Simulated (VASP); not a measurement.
# MgO (Fm-3m) in VASP: a series of runs

The runs below take MgO through single point, with PBE.

Program: VASP 6.6.1. These are calculated values, not measurements. Logs are shortened: lines on timing, memory, paths and dates and some standing lists are left out, and cuts for length are marked.

**1. The cell of the first run**

It takes space group Fm-3m (No. 225, cubic). The conventional cell has a = 4.204 Å, b = 4.204 Å, c = 4.204 Å, α = 90.00°, β = 90.00°, γ = 90.00°. Within 2.8 Å of Mg (site symmetry m-3m) lie 6 O at 2.10 Å. O (site symmetry m-3m) has 6 Mg at 2.10 Å within 2.8 Å.

**2. Single point, PBE**

Input file INCAR:

```
SYSTEM = MgO
  PREC = Accurate
  ENCUT = 520
  EDIFF = 1E-7
  ISMEAR = 0
  SIGMA = 0.01
  LREAL = .FALSE.
  LASPH = .TRUE.
  NELM = 100
  ALGO = Normal
  ISIF = 2
  LWAVE = .FALSE.
  LCHARG = .FALSE.
  GGA = PE
  NBANDS = 11
```

Input file KPOINTS:

```
regular mesh
0
G
  6 6 6
  0 0 0
```

Input file POSCAR:

```
MgO
1.0
    0.0000000000      2.1021674155      2.1021674155
    2.1021674155      0.0000000000      2.1021674155
    2.1021674155      2.1021674155      0.0000000000
Mg O
1 1
Direct
    0.0000000000      0.0000000000      0.0000000000
    0.5000000000      0.5000000000      0.5000000000
```

Potentials or basis: VASP PAW PBE potentials, release 64 (Mg, O).

The run is started by

```sh
> cat potpaw_PBE.64/Mg/POTCAR potpaw_PBE.64/O/POTCAR > POTCAR
> mpirun -np 1 vasp_std > vasp.out
```

OUTCAR:

```text
SYSTEM = MgO
   PREC = Accurate
   ENCUT = 520
   EDIFF = 1E-7
   ISMEAR = 0
   LREAL = .FALSE.
   LASPH = .TRUE.
   NELM = 100
   ISIF = 2
   GGA = PE

 ion  position               nearest neighbor table
   1  0.000  0.000  0.000-   2 2.10   2 2.10   2 2.10   2 2.10   2 2.10   2 2.10
   2  0.500  0.500  0.500-   1 2.10   1 2.10   1 2.10   1 2.10   1 2.10   1 2.10

  LATTYP: Found a face centered cubic cell.
 ALAT       =     4.2043348310

  Lattice vectors:

 A1 = (   0.0000000000,   2.1021674155,   2.1021674155)
 A2 = (   2.1021674155,   0.0000000000,   2.1021674155)
 A3 = (   2.1021674155,   2.1021674155,   0.0000000000)

Analysis of symmetry for initial positions (statically):
=====================================================================
 Subroutine PRICEL returns:
 Original cell was already a primitive cell.

 Routine SETGRP: Setting up the symmetry group for a
 face centered cubic supercell.

 Subroutine GETGRP returns: Found 48 space group operations
 (whereof 48 operations were pure point group operations)
 out of a pool of 48 trial point group operations.

The static configuration has the point symmetry O_h .

Analysis of symmetry for dynamics (positions and initial velocities):
=====================================================================
 Subroutine PRICEL returns:
 Original cell was already a primitive cell.

 Routine SETGRP: Setting up the symmetry group for a
 face centered cubic supercell.

 Subroutine GETGRP returns: Found 48 space group operations
 (whereof 48 operations were pure point group operations)
 out of a pool of 48 trial point group operations.

The dynamic configuration has the point symmetry O_h .

 Subroutine INISYM returns: Found 48 space group operations
 (whereof 48 operations are pure point group operations),
 and found     1 'primitive' translations

----------------------------------------------------------------------------------------

                                     Primitive cell

  volume of cell :      18.5794

  direct lattice vectors                    reciprocal lattice vectors
     0.000000000  2.102167415  2.102167415    -0.237849753  0.237849753  0.237849753
     2.102167415  0.000000000  2.102167415     0.237849753 -0.237849753  0.237849753
     2.102167415  2.102167415  0.000000000     0.237849753  0.237849753 -0.237849753

  length of vectors
     2.972913669  2.972913669  2.972913669     0.411967856  0.411967856  0.411967856

  position of ions in fractional coordinates (direct lattice)
     0.000000000  0.000000000  0.000000000
     0.500000000  0.500000000  0.500000000

  ion indices of the primitive-cell ions
   primitive index   ion index
                 1           1
                 2           2

----------------------------------------------------------------------------------------

 KPOINTS: regular mesh

Automatic generation of k-mesh.
 Grid dimensions read from file:
 generate k-points for:    6    6    6

 Generating k-lattice:

  Cartesian coordinates                     Fractional coordinates (reciprocal lattice)
    -0.039641625  0.039641625  0.039641625     0.166666667  0.000000000  0.000000000
     0.039641625 -0.039641625  0.039641625     0.000000000  0.166666667  0.000000000
     0.039641625  0.039641625 -0.039641625     0.000000000  0.000000000  0.166666667

  Length of vectors
     0.068661309  0.068661309  0.068661309

  Shift w.r.t. Gamma in fractional coordinates (k-lattice)
     0.000000000  0.000000000  0.000000000

 Subroutine IBZKPT returns following result:
 ===========================================

 Found     16 irreducible k-points:

 Following reciprocal coordinates:
            Coordinates               Weight
  0.000000  0.000000  0.000000      1.000000
  0.166667  0.000000  0.000000      8.000000
  0.333333  0.000000  0.000000      8.000000
  0.500000  0.000000  0.000000      4.000000
  0.166667  0.166667  0.000000      6.000000
  0.333333  0.166667  0.000000     24.000000
[... 8 lines left out ...]
 -0.333333  0.333333  0.166667     24.000000
 -0.333333  0.500000  0.166667     12.000000
   k-points           NKPTS =     16   k-points in BZ     NKDIM =     16   number of bands    NBANDS=     11
   number of dos      NEDOS =    301   number of ions     NIONS =      2
   total plane-waves  NPLWV =  13824
   dimension x,y,z NGX =    24 NGY =   24 NGZ =   24
   dimension x,y,z NGXF=    48 NGYF=   48 NGZF=   48
   ions per type =               1   1
   NGX,Y,Z   is equivalent  to a cutoff of  13.42, 13.42, 13.42 a.u.
   NGXF,Y,Z  is equivalent  to a cutoff of  26.84, 26.84, 26.84 a.u.
 SYSTEM =  MgO
   PREC   = accura    normal or accurate (medium, high low for compatibility)
   ISTART =      0    job   : 0-new  1-cont  2-samecut
   ICHARG =      2    charge: 1-file 2-atom 10-const
   ISPIN  =      1    spin polarized calculation?
   LNONCOLLINEAR =      F non collinear calculations
   LSORBIT =      F    spin-orbit coupling
   LASPH  =      T    aspherical Exc in radial PAW
   ENCUT  =  520.0 eV  38.22 Ry    6.18 a.u.   5.53  5.53  5.53*2*pi/ulx,y,z
   NELM   =    100;   NELMIN=  2; NELMDL= -5     # of ELM steps
   EDIFF  = 0.1E-06   stopping-criterion for ELM
   LREAL  =      F    real-space projection
   EDIFFG = 0.1E-05   stopping-criterion for IOM
   NSW    =      0    number of steps for IOM
   IBRION =     -1    ionic relax: 0-MD 1-quasi-New 2-CG
   NFREE  =      0    steps in history (QN), initial steepest desc. (CG)
   ISIF   =      2    stress and relaxation
   ISYM   =      2    0-nonsym 1-usesym 2-fastsym
   POTIM  = 0.5000    time-step for ionic-motion
   TEBEG  =    0.0;   TEEND  =   0.0 temperature during run
   PSTRESS=    0.0 pullay stress
   NELECT =       8.0000    total number of electrons
   NUPDOWN=      -1.0000    fix difference up-down
   EMIN   =  10.00;   EMAX   =-10.00  energy-range for DOS
   EFERMI =   0.00;   METHOD = LEGACY
   ISMEAR =     0;   SIGMA  =   0.01  broadening in eV -4-tet -1-fermi 0-gaus
   EFERMI_NEDOS =   21; number of points for ismear=-14 and -15
   IALGO  =     38    algorithm
   IMIX   =      4    mixing-type and parameters
     AMIX     =   0.40;   BMIX     =  1.00
     AMIX_MAG =   1.60;   BMIX_MAG =  1.00
  volume/ion in A,a.u.               =       9.29        62.69
  Fermi-wavevector in a.u.,A,eV,Ry     =   1.236216  2.336109 20.792816  1.528229
  Thomas-Fermi vector in A             =   2.370833
   LORBIT       =      0    0 simple, 1 ext, 2 COOP (PROOUT), +10 PAW based schemes
   GGA     = PE    functional components
   LHFCALC =     F    Hartree Fock is set to
   AEXX    =    0.0000 exact exchange contribution
   IVDW    =     0    specifies the selected vdW correction
   LEPSILON=     F    determine dielectric tensor
   LRPA    =     F    only Hartree local field effects (RPA)
 non-spin polarized calculation
 Gauss-broadening in eV      SIGMA  =   0.01
  energy-cutoff  :      520.00
  volume of cell :       18.58
 maximum number of plane-waves:       531
 NGX is ok and might be reduce to    24
   NGX = 11   NGY = 11   NGZ = 11

 number of electron       8.0000004 magnetization

 Free energy of the ion-electron system (eV)
  ---------------------------------------------------
  ext. energy  EPLUGINS =         0.00000000
  ---------------------------------------------------
  free energy    TOTEN  =       -11.90221070 eV

  energy without entropy =      -11.90221070  energy(sigma->0) =      -11.90221070

 E-fermi :   3.2928     XC(G=0): -11.1046

 val. band max:        3.2290498526   @ k =   0.0000   0.0000   0.0000
 cond. band min:       8.0090000285   @ k =   0.0000   0.0000   0.0000
 fundamental gap:      4.7799501759
 Fermi energy:         3.2928368143

 k-point     1 :       0.0000    0.0000    0.0000
  band No.  band energies     occupation
      1     -14.0629      2.00000
      2       3.2290      2.00000
      3       3.2290      2.00000
      4       3.2290      2.00000
      5       8.0090      0.00000
      6      19.0595      0.00000
      7      19.0595      0.00000
      8      19.0595      0.00000
      9      22.9909      0.00000
     10      24.7715      0.00000
     11      24.7715      0.00000

 k-point     2 :       0.1667    0.0000    0.0000
  band No.  band energies     occupation
      1     -13.7771      2.00000
      2       1.7154      2.00000
      3       3.0531      2.00000
      4       3.0531      2.00000
      5       9.4313      0.00000
      6      16.7283      0.00000
      7      19.6379      0.00000
      8      19.6379      0.00000
      9      23.4972      0.00000
     10      23.4972      0.00000
     11      25.5990      0.00000

 k-point     3 :       0.3333    0.0000    0.0000
  band No.  band energies     occupation
      1     -13.1341      2.00000
      2      -0.4575      2.00000
      3       2.7243      2.00000
      4       2.7243      2.00000
      5      10.9398      0.00000
      6      15.5976      0.00000
      7      19.8584      0.00000
      8      19.8584      0.00000
      9      24.1929      0.00000
     10      24.1929      0.00000
     11      24.7505      0.00000

 k-point     4 :       0.5000    0.0000    0.0000
  band No.  band energies     occupation
      1     -12.7646      2.00000
      2      -1.4116      2.00000
      3       2.5698      2.00000
      4       2.5698      2.00000
      5      11.1605      0.00000
      6      15.8988      0.00000
      7      19.5960      0.00000
      8      19.5960      0.00000
      9      24.2034      0.00000
     10      25.8014      0.00000
     11      25.8014      0.00000
[... 127 lines left out ...]
 k-point    14 :       0.5000    0.3333    0.1667
  band No.  band energies     occupation
      1     -12.7589      2.00000
      2      -0.3269      2.00000
      3       1.3675      2.00000
      4       2.2056      2.00000
      5      13.2880      0.00000
      6      14.3284      0.00000
      7      16.8461      0.00000
      8      20.4901      0.00000
      9      22.7544      0.00000
     10      26.1885      0.00000
     11      31.1834      0.00000

 k-point    15 :      -0.3333    0.3333    0.1667
  band No.  band energies     occupation
      1     -12.5329      2.00000
      2      -0.3768      2.00000
      3       0.7473      2.00000
      4       1.9548      2.00000
      5      13.8379      0.00000
      6      15.2228      0.00000
      7      16.0246      0.00000
      8      19.7953      0.00000
      9      24.0805      0.00000
     10      25.3119      0.00000
     11      31.0499      0.00000

 k-point    16 :      -0.3333    0.5000    0.1667
  band No.  band energies     occupation
      1     -12.4640      2.00000
      2      -0.3494      2.00000
      3       0.9748      2.00000
      4       1.5513      2.00000
      5      13.8021      0.00000
      6      14.7078      0.00000
      7      15.7571      0.00000
      8      19.8022      0.00000
      9      23.4918      0.00000
     10      27.9560      0.00000
     11      29.5164      0.00000

------------------------ aborting loop because EDIFF is reached ----------------------------------------

  FORCE on cell =-STRESS in cart. coord.  units (eV):
  Direction    XX          YY          ZZ          XY          YZ          ZX
  --------------------------------------------------------------------------------------
  -------------------------------------------------------------------------------------
  Total        0.5681701      0.5681701      0.5681701      0.0000000     -0.0000000      0.0000000
  in kB       48.9956013     48.9956013     48.9956013      0.0000000     -0.0000000      0.0000000
  external PRESSURE =      48.9956013 kB  Pullay stress =       0.0000000 kB

 VOLUME and BASIS-vectors are now :
 -----------------------------------------------------------------------------
  energy-cutoff  :      520.00
  volume of cell :       18.58
      direct lattice vectors                 reciprocal lattice vectors
     0.000000000  2.102167415  2.102167415    -0.237849753  0.237849753  0.237849753
     2.102167415  0.000000000  2.102167415     0.237849753 -0.237849753  0.237849753
     2.102167415  2.102167415  0.000000000     0.237849753  0.237849753 -0.237849753

 POSITION                                       TOTAL-FORCE (eV/Angst)
 -----------------------------------------------------------------------------------
      0.00000      0.00000      0.00000        -0.000000     -0.000000      0.000000
      2.10217      2.10217      2.10217         0.000000      0.000000      0.000000
 -----------------------------------------------------------------------------------
    total drift:                               -0.000000     -0.000000      0.000000

  FREE ENERGIE OF THE ION-ELECTRON SYSTEM (eV)
  ---------------------------------------------------
  free  energy   TOTEN  =       -11.9022106958 eV

  energy  without entropy=      -11.9022106958  energy(sigma->0) =      -11.90221070
```

Run time: 2.3 s. Hardware: 1 thread of Intel Xeon 6975P-C (Granite Rapids), shared host; peak memory 0.13 GiB.

What came out:

| Item | Value |
| --- | --- |
| Free energy | -11.9022 eV |
| Pressure | 4.9 GPa |
| Band gap on the k mesh | 4.78 eV, direct |

Caveat: the k points lie up to 0.43 Å⁻¹ apart.

(Continued in part 2 of 3.)
